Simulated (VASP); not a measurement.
Runs of VASP 6.6.1 on SrO (zincblende type). The structure is that of space group F-43m (No. 216), or close to it. The cells are those of the table. 

```csv
task,level,potentials or basis,spin,cell,cutoff (eV),gap on the mesh (eV),pressure (GPa)
single point,PBE,"VASP PAW PBE potentials, release 64 (Sr_sv, O)",off,"a = 3.969 Å, angles 60.0°, 2 atoms",520,2.51,0.4
electric field gradients,r2SCAN,"VASP PAW PBE potentials, release 64 (Sr_sv, O)",off,"a = 3.969 Å, angles 60.0°, 2 atoms",520,2.88,-0.5
relaxation of cell and atoms,PBE,"VASP PAW PBE potentials, release 64 (Sr_sv, O)",off,"relaxed from a = 3.818 Å, angles 60.0°, 2 atoms",600,(a),0.0
single point,PBE,"VASP PAW PBE potentials, release 64 (Sr_sv, O)","non-collinear, zero start, SOC","a = 3.969 Å, angles 60.0°, 2 atoms",520,-,0.4
electric field gradients,LDA,"VASP PAW LDA potentials, release 64 (Sr_sv, O)",off,"a = 3.969 Å, angles 60.0°, 2 atoms",520,2.29,-4.1
single point,LDA,"VASP PAW LDA potentials, release 64 (Sr_sv, O)",off,"a = 3.969 Å, angles 60.0°, 2 atoms",520,2.29,-4.1
```

Alike in all rows: k mesh 11 × 11 × 11; smearing fermi-dirac 0.03 eV.

Estimate the missing entries.

(a) 2.49.

Caveats: the PAW data sets were made with another functional, which shifts forces and pressure a little (some runs).

A k mesh can miss the band edges, and rows without SOC leave out spin-orbit coupling on Sr.
